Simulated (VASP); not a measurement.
A run of VASP 6.6.1 is set up as follows.

The input INCAR:

```
ALGO = Normal ; EDIFF = 1E-6
ENCUT = 520 ; GGA = PS
ISIF = 2 ; ISMEAR = 1
LASPH = True ; LCHARG = False
LREAL = False ; LWAVE = False
NBANDS = 17 ; NELM = 80
PREC = Accurate ; SIGMA = 0.1
```

The input KPOINTS:

```
k-points
0
Gamma
  8 8 4
```

Contents of POSCAR:

```
Sr
1.0
    4.1918578410      0.0000000000      0.0000000000
   -2.0959289205      3.6302558751      0.0000000000
    0.0000000000      0.0000000000      6.8567512248
Sr
2
Direct
    0.3333333333      0.6666666667      0.2500000000
    0.6666666667      0.3333333333      0.7500000000
```

Potentials or basis: VASP PAW PBE potentials, release 64 (Sr_sv).

The run is started by

```bash
$ cat potpaw_PBE.64/Sr_sv/POTCAR > POTCAR
$ mpirun -np 1 vasp_std > vasp.out
```

(1) What does it give for the band gap on the k mesh?

(2) Predict the pressure.

Results:

(1) zero (bands 10 and 11 overlap by 0.13 eV).

(2) 0.0 GPa.

Caveat: the PAW data sets were made with another functional, which shifts forces and pressure a little.
